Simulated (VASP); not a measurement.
Here is a VASP 6.6.1 calculation.

INCAR

```
ALGO = Normal
EDIFF = 1E-6
ENCUT = 520
GGA = RP
ISIF = 2
ISMEAR = -1
LASPH = True
LCHARG = False
LREAL = False
LWAVE = False
NBANDS = 34
NELM = 60
PREC = Accurate
SIGMA = 0.1
```

KPOINTS

```
k-points
0
Gamma
  12 12 4
```

File POSCAR:

```
Nb
1.0
    2.8844360853      0.0000000000      0.0000000000
   -1.4422180426      2.4979949254      0.0000000000
    0.0000000000      0.0000000000     10.5582599364
Nb
4
Direct
    0.0000000000      1.0000000000      1.0000000000
    0.0000000000      1.0000000000      0.5000000000
    0.3333333333      0.6666666667      0.2500000000
    0.6666666667      0.3333333333      0.7500000000
```

Potentials or basis: VASP PAW PBE potentials, release 64 (Nb_sv).

Run with:

```console
$ cat potpaw_PBE.64/Nb_sv/POTCAR > POTCAR
$ mpirun -np 1 vasp_std > vasp.out
```

(1) Predict the band gap on the k mesh.

(2) Estimate the pressure.

## Answers

(1) zero (bands 26 and 27 overlap by 1.38 eV).

(2) -0.3 GPa.

Caveat: the PAW data sets were made with another functional, which shifts forces and pressure a little.
